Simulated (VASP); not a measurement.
SiO2, 6 atoms in the cell. The structure is orthorhombic, space group Pnnm (No. 58). Conventional cell: a = 4.137 Å, b = 4.236 Å, c = 2.690 Å, α = 90.00°, β = 90.00°, γ = 90.00°. Within 2.4 Å of Si (site symmetry 2/m) lie 6 O at 1.78 to 1.83 Å. Within 2.5 Å of O (site symmetry m) lie 3 Si at 1.78 to 1.83 Å and 5 O at 2.34 to 2.47 Å.  This cell differs from its parent crystal: atoms displaced along a vibrational mode, the cell strained.

- Program: VASP 6.6.1
- Task: single point
- Functional: PBE
- Potentials or basis: VASP PAW PBE potentials, release 64 (Si, O)
- Cutoff: 520 eV
- k mesh: 6 × 6 × 8
- Occupations: gaussian, width 0.05 eV
- Spin: no spin polarisation
- Dipole correction: no
- Further INCAR settings: ALGO = Normal; EDIFF = 1e-07; NBANDS = 25

Potentials or basis: VASP PAW PBE potentials, release 64 (Si, O).

Run with:

```sh
$ cat potpaw_PBE.64/Si/POTCAR potpaw_PBE.64/O/POTCAR > POTCAR
$ mpirun -np 1 vasp_std > vasp.out
```

Hardware: 1 thread of Intel Xeon 8259CL (shared host).

Task: How long does it take, and how much memory?

Result: It took 110 s on 1 thread of Intel Xeon 8259CL, with other jobs on the host, peak memory 0.2 GiB. Counts: scf iterations 14, k points 80.
